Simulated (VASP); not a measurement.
Runs of VASP 6.6.1 on Be. The structure is that of space group P6_3/mmc (No. 194), or close to it. The cells are those of the table. 

| task | cell | cutoff (eV) | gap on the mesh (eV) | pressure (GPa) |
| --- | --- | --- | --- | --- |
| relaxation of shape and atoms at fixed volume | relaxed from a = 2.218, b = 2.218, c = 3.491 Å, angles 90.0, 90.0, 120.0°, 2 atoms | 600 | none | 8.6 |
| single point | a = 2.192, b = 2.192, c = 3.461 Å, angles 90.0, 90.0, 120.0°, 2 atoms | 520 | none | 13.7 |
| relaxation of shape and atoms at fixed volume | relaxed from a = 2.242, b = 2.242, c = 3.525 Å, angles 90.0, 90.0, 120.0°, 2 atoms | 600 | none | 4.1 |
| single point | a = 2.289, b = 2.289, c = 3.593 Å, angles 90.0, 90.0, 120.0°, 2 atoms | 520 | none | (a) |
| single point | a = 2.241, b = 2.241, c = 3.528 Å, angles 90.0, 90.0, 120.0°, 2 atoms | 520 | none | 4.1 |

Alike in all rows: level PBE; potentials or basis VASP PAW PBE potentials, release 64 (Be); no spin polarisation; k mesh 24 × 24 × 12; smearing gaussian 0.1 eV.

Question: Fill in the values left out.

Answer: (a) -3.3.

Caveats: the cell stands under pressure (at least some runs); the cell stands under tension (at least some runs).

A gap of «none» marks levels without a gap at the run's occupations.
